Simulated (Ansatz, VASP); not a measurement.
# ZnS in VASP and in Ansatz

The input INCAR:

```
PREC = Accurate
ENCUT = 520
EDIFF = 1E-7
ISMEAR = 0
SIGMA = 0.05
LREAL = F
LASPH = T
NELM = 60
ALGO = Normal
ISIF = 2
LWAVE = F
LCHARG = F
GGA = PS
NBANDS = 16
```

KPOINTS

```
regular mesh
0
Gamma
  10 10 10
```

The input POSCAR:

```
ZnS
1.0
   -0.8467806019      2.3286466552      2.3286466552
    2.3286466552     -0.8467806019      2.3286466552
    2.3286466552      2.3286466552     -0.8467806019
Zn S
1 1
Direct
    0.0000000000      0.0000000000      0.0000000000
    0.7500000000      0.7500000000      0.7500000000
```

Input for Ansatz:

```yaml
crystal:
  lattice:
    - [-0.8467806019, 2.3286466552, 2.3286466552]
    - [2.3286466552, -0.8467806019, 2.3286466552]
    - [2.3286466552, 2.3286466552, -0.8467806019]
  atoms:
    - { symbol: Zn, position: [0.0, 0.0, 0.0] }
    - { symbol: S, position: [0.75, 0.75, 0.75] }
basis:
  ecutwfc: 420
kpoints:
  mp_grid: { grid: [10, 10, 10] }
hamiltonian:
  xc: pbesol
scf:
  occupations: { method: gaussian, width: 0.05 }
output:
  forces: true
  stress: true
  eigenvalues: true
```

Alike in both runs: task single point; functional PBEsol; k mesh 10 × 10 × 10; occupations gaussian, width 0.05 eV; no spin polarisation.

```csv
,VASP,Ansatz
version,VASP 6.6.1,Ansatz 0.2.0
potentials or method,"VASP PAW PBE potentials, release 64 (Zn, S), cutoff 520 eV","scalar-relativistic, plane waves, PAW"
valence electrons in the cell,18,18
```

|  | VASP | Ansatz | Ansatz less VASP |
| --- | --- | --- | --- |
| gap on the k mesh at the Fermi level (eV) | 0.83 | 0.79 | -0.038 |
| least direct gap on the mesh (eV) | 1.06 | 1.02 | -0.043 |
| rms of the force components (eV/Å) | 12.180 | 11.779 | -0.4018 |

VASP's potentials were made for PBE, not for PBEsol. Atom by atom the forces differ by 0.402 eV/Å (rms over components).
